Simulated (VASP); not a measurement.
# C (Im-3m) in VASP: notebook

C is run at these levels: LDA, r2SCAN; tasks: single point.

Program: VASP 6.6.1. These are calculated values, not measurements. Logs are shortened: lines on timing, memory, paths and dates and some standing lists are left out, and cuts for length are marked.

### 1 The cell of the first run

The structure is cubic, space group Im-3m (No. 229). The conventional cell has a = 2.124 Å, b = 2.124 Å, c = 2.124 Å, α = 90.00°, β = 90.00°, γ = 90.00°. Within 2.4 Å of C (site symmetry m-3m) lie 14 C at 1.84 to 2.12 Å.

### 2 Single point, LDA (volume scaled by 0.76)

Contents of INCAR:

```
  ALGO = Normal
  EDIFF = 1E-6
  ENCUT = 520
  GGA = CA
  ISIF = 2
  ISMEAR = -1
  LASPH = True
  LCHARG = True
  LELF = True
  LREAL = False
  LVHAR = True
  LWAVE = False
  NBANDS = 8
  NELM = 60
  PREC = Accurate
  SIGMA = 0.1
```

Contents of KPOINTS:

```
k-points
0
Gamma
  22 22 22
```

Contents of POSCAR:

```
C
1.0
   -1.0618864174      1.0618864174      1.0618864174
    1.0618864174     -1.0618864174      1.0618864174
    1.0618864174      1.0618864174     -1.0618864174
C
1
Direct
    0.0000000000      0.0000000000      0.0000000000
```

Potentials or basis: VASP PAW LDA potentials, release 64 (C).

Started as:

```
$ cat potpaw_LDA.64/C/POTCAR > POTCAR
$ mpirun -np 1 vasp_std > vasp.out
```

OUTCAR:

```text
EDIFF = 1E-6
   ENCUT = 520
   GGA = CA
   ISIF = 2
   ISMEAR = -1
   LASPH = True
   LREAL = False
   NELM = 60
   PREC = Accurate

 ion  position               nearest neighbor table
   1  0.000  0.000  0.000-

  LATTYP: Found a body centered cubic cell.
 ALAT       =     2.1237728348

  Lattice vectors:

 A1 = (  -1.0618864174,   1.0618864174,   1.0618864174)
 A2 = (   1.0618864174,  -1.0618864174,   1.0618864174)
 A3 = (   1.0618864174,   1.0618864174,  -1.0618864174)

Analysis of symmetry for initial positions (statically):
=====================================================================
 Subroutine PRICEL returns:
 Original cell was already a primitive cell.

 Routine SETGRP: Setting up the symmetry group for a
 body centered cubic supercell.

 Subroutine GETGRP returns: Found 48 space group operations
 (whereof 48 operations were pure point group operations)
 out of a pool of 48 trial point group operations.

The static configuration has the point symmetry O_h .

Analysis of symmetry for dynamics (positions and initial velocities):
=====================================================================
 Subroutine PRICEL returns:
 Original cell was already a primitive cell.

 Routine SETGRP: Setting up the symmetry group for a
 body centered cubic supercell.

 Subroutine GETGRP returns: Found 48 space group operations
 (whereof 48 operations were pure point group operations)
 out of a pool of 48 trial point group operations.

The dynamic configuration has the point symmetry O_h .

 Subroutine INISYM returns: Found 48 space group operations
 (whereof 48 operations are pure point group operations),
 and found     1 'primitive' translations

----------------------------------------------------------------------------------------

                                     Primitive cell

  volume of cell :       4.7895

  direct lattice vectors                    reciprocal lattice vectors
    -1.061886417  1.061886417  1.061886417     0.000000000  0.470860152  0.470860152
     1.061886417 -1.061886417  1.061886417     0.470860152  0.000000000  0.470860152
     1.061886417  1.061886417 -1.061886417     0.470860152  0.470860152  0.000000000

  length of vectors
     1.839241227  1.839241227  1.839241227     0.665896813  0.665896813  0.665896813

  position of ions in fractional coordinates (direct lattice)
     0.000000000  0.000000000  0.000000000

  ion indices of the primitive-cell ions
   primitive index   ion index
                 1           1

----------------------------------------------------------------------------------------

 KPOINTS: k-points

Automatic generation of k-mesh.
 Grid dimensions read from file:
 generate k-points for:   22   22   22

 Generating k-lattice:

  Cartesian coordinates                     Fractional coordinates (reciprocal lattice)
     0.000000000  0.021402734  0.021402734     0.045454545  0.000000000  0.000000000
     0.021402734  0.000000000  0.021402734     0.000000000  0.045454545  0.000000000
     0.021402734  0.021402734  0.000000000     0.000000000  0.000000000  0.045454545

  Length of vectors
     0.030268037  0.030268037  0.030268037

  Shift w.r.t. Gamma in fractional coordinates (k-lattice)
     0.000000000  0.000000000  0.000000000

 Subroutine IBZKPT returns following result:
 ===========================================

 Found    328 irreducible k-points:

 Following reciprocal coordinates:
            Coordinates               Weight
  0.000000  0.000000  0.000000      1.000000
  0.045455  0.000000  0.000000     12.000000
  0.090909  0.000000  0.000000     12.000000
  0.136364  0.000000  0.000000     12.000000
  0.181818  0.000000  0.000000     12.000000
  0.227273  0.000000  0.000000     12.000000
[... 16 lines left out ...]
  0.090909  0.090909  0.000000     24.000000
  0.136364  0.090909 -0.000000     48.000000
 [... further k-points ...]
   k-points           NKPTS =    328   k-points in BZ     NKDIM =    328   number of bands    NBANDS=      8
   number of dos      NEDOS =    301   number of ions     NIONS =      1
   total plane-waves  NPLWV =   2744
   dimension x,y,z NGX =    14 NGY =   14 NGZ =   14
   dimension x,y,z NGXF=    28 NGYF=   28 NGZF=   28
   ions per type =               1
   NGX,Y,Z   is equivalent  to a cutoff of  12.65, 12.65, 12.65 a.u.
   NGXF,Y,Z  is equivalent  to a cutoff of  25.31, 25.31, 25.31 a.u.
 SYSTEM =  unknown system
   PREC   = accura    normal or accurate (medium, high low for compatibility)
   ISTART =      0    job   : 0-new  1-cont  2-samecut
   ICHARG =      2    charge: 1-file 2-atom 10-const
   ISPIN  =      1    spin polarized calculation?
   LNONCOLLINEAR =      F non collinear calculations
   LSORBIT =      F    spin-orbit coupling
   LASPH  =      T    aspherical Exc in radial PAW
   ENCUT  =  520.0 eV  38.22 Ry    6.18 a.u.   3.42  3.42  3.42*2*pi/ulx,y,z
   NELM   =     60;   NELMIN=  2; NELMDL= -5     # of ELM steps
   EDIFF  = 0.1E-05   stopping-criterion for ELM
   LREAL  =      F    real-space projection
   EDIFFG = 0.1E-04   stopping-criterion for IOM
   NSW    =      0    number of steps for IOM
   IBRION =     -1    ionic relax: 0-MD 1-quasi-New 2-CG
   NFREE  =      0    steps in history (QN), initial steepest desc. (CG)
   ISIF   =      2    stress and relaxation
   ISYM   =      2    0-nonsym 1-usesym 2-fastsym
   POTIM  = 0.5000    time-step for ionic-motion
   TEBEG  =    0.0;   TEEND  =   0.0 temperature during run
   PSTRESS=    0.0 pullay stress
   NELECT =       4.0000    total number of electrons
   NUPDOWN=      -1.0000    fix difference up-down
   EMIN   =  10.00;   EMAX   =-10.00  energy-range for DOS
   EFERMI =   0.00;   METHOD = LEGACY
   ISMEAR =    -1;   SIGMA  =   0.10  broadening in eV -4-tet -1-fermi 0-gaus
   EFERMI_NEDOS =   21; number of points for ismear=-14 and -15
   IALGO  =     38    algorithm
   IMIX   =      4    mixing-type and parameters
     AMIX     =   0.40;   BMIX     =  1.00
     AMIX_MAG =   1.60;   BMIX_MAG =  1.00
  volume/ion in A,a.u.               =       4.79        32.32
  Fermi-wavevector in a.u.,A,eV,Ry     =   1.541689  2.913370 32.338394  2.376805
  Thomas-Fermi vector in A             =   2.647599
   LORBIT       =      0    0 simple, 1 ext, 2 COOP (PROOUT), +10 PAW based schemes
   GGA     = CA    functional components
   LHFCALC =     F    Hartree Fock is set to
   AEXX    =    0.0000 exact exchange contribution
   IVDW    =     0    specifies the selected vdW correction
   LEPSILON=     F    determine dielectric tensor
   LRPA    =     F    only Hartree local field effects (RPA)
 non-spin polarized calculation
  energy-cutoff  :      520.00
  volume of cell :        4.79
 maximum number of plane-waves:       140
 NGX is ok and might be reduce to    14
   NGX =  7   NGY =  7   NGZ =  7

 number of electron       4.0000000 magnetization

 Free energy of the ion-electron system (eV)
  ---------------------------------------------------
  ext. energy  EPLUGINS =         0.00000000
  ---------------------------------------------------
  free energy    TOTEN  =        -5.37650978 eV

  energy without entropy =       -5.36687522  energy(sigma->0) =       -5.37169250

 E-fermi :  13.9020     XC(G=0): -14.8481

 val. band max:       13.9002604062   @ k =  -0.3182   0.5000   0.0455
 cond. band min:      13.9614656037   @ k =   0.2273   0.2273   0.0000
 fundamental gap:      0.0612051975
 Fermi energy:        13.9020286776

 k-point     1 :       0.0000    0.0000    0.0000
  band No.  band energies     occupation
      1     -10.7120      2.00000
      2      26.2777      0.00000
      3      26.2777      0.00000
      4      26.2777      0.00000
      5      53.0418      0.00000
      6      53.0418      0.00000
      7      53.0418      0.00000
      8      57.9672      0.00000

 k-point     2 :       0.0455    0.0000    0.0000
  band No.  band energies     occupation
      1     -10.5989      2.00000
      2      25.9888      0.00000
      3      26.0788      0.00000
      4      26.2344      0.00000
      5      52.0817      0.00000
      6      52.0918      0.00000
      7      53.4931      0.00000
      8      56.2240      0.00000

 k-point     3 :       0.0909    0.0000    0.0000
  band No.  band energies     occupation
      1     -10.2599      2.00000
      2      25.1166      0.00000
      3      25.5258      0.00000
      4      26.1054      0.00000
      5      49.4722      0.00000
      6      50.1584      0.00000
      7      54.8023      0.00000
      8      55.6857      0.00000

 k-point     4 :       0.1364    0.0000    0.0000
  band No.  band energies     occupation
      1      -9.6954      2.00000
      2      23.6666      0.00000
      3      24.7248      0.00000
      4      25.9002      0.00000
      5      46.8172      0.00000
      6      48.1203      0.00000
      7      54.7671      0.00000
      8      56.8604      0.00000

 k-point     5 :       0.1818    0.0000    0.0000
  band No.  band energies     occupation
      1      -8.9064      2.00000
      2      21.6873      0.00000
      3      23.7969      0.00000
      4      25.6317      0.00000
      5      44.7147      0.00000
      6      46.2164      0.00000
      7      54.2740      0.00000
      8      58.1417      0.00000

 k-point     6 :       0.2273    0.0000    0.0000
  band No.  band energies     occupation
      1      -7.8949      2.00000
      2      19.2871      0.00000
      3      22.8459      0.00000
      4      25.3204      0.00000
      5      43.2065      0.00000
      6      44.5237      0.00000
      7      54.2047      0.00000
      8      59.5709      0.00000

 k-point     7 :       0.2727    0.0000    0.0000
  band No.  band energies     occupation
      1      -6.6642      2.00000
      2      16.6182      0.00000
      3      21.9494      0.00000
      4      24.9904      0.00000
      5      42.1991      0.00000
      6      43.0720      0.00000
      7      54.5299      0.00000
      8      60.2375      0.00000

 k-point     8 :       0.3182    0.0000    0.0000
  band No.  band energies     occupation
      1      -5.2194      2.00000
      2      13.8287      1.35092
      3      21.1605      0.00000
      4      24.6720      0.00000
      5      41.5699      0.00000
      6      41.8749      0.00000
      7      55.1989      0.00000
      8      59.8691      0.00000

 k-point     9 :       0.3636    0.0000    0.0000
  band No.  band energies     occupation
      1      -3.5729      2.00000
      2      11.0407      2.00000
      3      20.5173      0.00000
      4      24.3935      0.00000
      5      40.9394      0.00000
      6      41.2063      0.00000
      7      56.1295      0.00000
      8      59.3283      0.00000

 k-point    10 :       0.4091    0.0000    0.0000
  band No.  band energies     occupation
      1      -1.7545      2.00000
      2       8.3602      2.00000
      3      20.0431      0.00000
      4      24.1752      0.00000
      5      40.2692      0.00000
      6      41.0156      0.00000
      7      57.1684      0.00000
      8      58.8449      0.00000
[... 78 lines left out ...]
 k-point    18 :       0.2727    0.0455   -0.0000
  band No.  band energies     occupation
      1      -5.8837      2.00000
      2      15.2862      0.00000
      3      21.2948      0.00000
      4      24.5604      0.00000
      5      41.9422      0.00000
      6      42.6643      0.00000
      7      54.7421      0.00000
      8      60.2111      0.00000

 k-point    19 :       0.3182    0.0455   -0.0000
  band No.  band energies     occupation
      1      -4.3359      2.00000
      2      12.4926      2.00000
      3      20.5661      0.00000
      4      24.2351      0.00000
      5      41.4778      0.00000
      6      41.7078      0.00000
      7      55.5049      0.00000
      8      59.6066      0.00000

 k-point    20 :       0.3636    0.0455    0.0000
  band No.  band energies     occupation
      1      -2.5972      2.00000
      2       9.7488      2.00000
      3      20.0005      0.00000
      4      23.9637      0.00000
      5      40.9132      0.00000
      6      41.2966      0.00000
      7      56.4426      0.00000
      8      59.0367      0.00000

 k-point    21 :       0.4091    0.0455    0.0000
  band No.  band energies     occupation
      1      -0.7203      2.00000
      2       7.1714      2.00000
      3      19.6157      0.00000
      4      23.7701      0.00000
      5      40.4250      0.00000
      6      41.1802      0.00000
      7      57.3625      0.00000
      8      58.6226      0.00000

 k-point    22 :       0.4545    0.0455    0.0000
  band No.  band energies     occupation
      1       1.0216      2.00000
      2       5.0708      2.00000
      3      19.4205      0.00000
      4      23.6690      0.00000
      5      40.1773      0.00000
      6      41.1393      0.00000
      7      57.9310      0.00000
      8      58.4403      0.00000

 k-point    23 :       0.0909    0.0909    0.0000
  band No.  band energies     occupation
      1      -9.3570      2.00000
      2      23.1046      0.00000
      3      24.2628      0.00000
      4      25.4375      0.00000
      5      46.0220      0.00000
      6      47.1262      0.00000
      7      54.0769      0.00000
      8      57.4516      0.00000

 k-point    24 :       0.1364    0.0909   -0.0000
  band No.  band energies     occupation
      1      -8.5685      2.00000
      2      21.5048      0.00000
      3      23.0690      0.00000
      4      25.0309      0.00000
      5      44.4121      0.00000
      6      45.7446      0.00000
      7      54.0497      0.00000
      8      58.8985      0.00000

 [... further k-points ...]

------------------------ aborting loop because EDIFF is reached ----------------------------------------

  FORCE on cell =-STRESS in cart. coord.  units (eV):
  Direction    XX          YY          ZZ          XY          YZ          ZX
  --------------------------------------------------------------------------------------
  -------------------------------------------------------------------------------------
  Total        3.2097238      3.2097238      3.2097238     -0.0000000     -0.0000000      0.0000000
  in kB     1073.7027107   1073.7027107   1073.7027107     -0.0000000     -0.0000000      0.0000000
  external PRESSURE =    1073.7027107 kB  Pullay stress =       0.0000000 kB

 VOLUME and BASIS-vectors are now :
 -----------------------------------------------------------------------------
  energy-cutoff  :      520.00
  volume of cell :        4.79
      direct lattice vectors                 reciprocal lattice vectors
    -1.061886417  1.061886417  1.061886417     0.000000000  0.470860152  0.470860152
     1.061886417 -1.061886417  1.061886417     0.470860152  0.000000000  0.470860152
     1.061886417  1.061886417 -1.061886417     0.470860152  0.470860152  0.000000000

 POSITION                                       TOTAL-FORCE (eV/Angst)
 -----------------------------------------------------------------------------------
      0.00000      0.00000      0.00000        -0.000000     -0.000000      0.000000
 -----------------------------------------------------------------------------------
    total drift:                                0.000000      0.000000      0.000000

  FREE ENERGIE OF THE ION-ELECTRON SYSTEM (eV)
  ---------------------------------------------------
  free  energy   TOTEN  =        -5.3765097777 eV

  energy  without entropy=       -5.3668752186  energy(sigma->0) =       -5.37169250
```

Wall time 3.9 s (1 thread of Intel Xeon 6975P-C, shared host); peak memory 0.11 GiB.

Results:

```
Free energy            : -5.3765 eV
Pressure               : 107.4 GPa
Band gap on the k mesh : zero (band 2 reaches 26.28 eV, above the bottom of band 3 at 9.14 eV)
```

[end of part 1 of 2]
